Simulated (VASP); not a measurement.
A run of VASP 6.6.1 is set up as follows.

File INCAR:

```
ALGO = Normal
EDIFF = 1E-6
ENCUT = 500
GGA = PE
GGA_COMPAT = F
ISIF = 2
ISMEAR = 0
LASPH = T
LCHARG = T
LELF = T
LREAL = F
LVHAR = T
LWAVE = F
NBANDS = 11
NELM = 120
PREC = Accurate
SIGMA = 0.02
```

Contents of KPOINTS:

```
k-points
0
Gamma
  8 8 8
```

The input POSCAR:

```
AlP
1.0
    0.0000000000      2.6389495777      2.6389495777
    2.6389495777      0.0000000000      2.6389495777
    2.6389495777      2.6389495777      0.0000000000
Al P
1 1
Direct
    0.0000000000      0.0000000000      0.0000000000
    0.7500000000      0.7500000000      0.7500000000
```

Potentials or basis: VASP PAW PBE potentials, release 64 (Al, P).

Command:

```sh
$ cat potpaw_PBE.64/Al/POTCAR potpaw_PBE.64/P/POTCAR > POTCAR
$ mpirun -np 1 vasp_std > vasp.out
```

(1) What does it give for the pressure?

(2) What does it give for the band gap on the k mesh?

## Answers

(1) 13.6 GPa.

(2) 1.36 eV, indirect (least direct gap 3.68 eV).
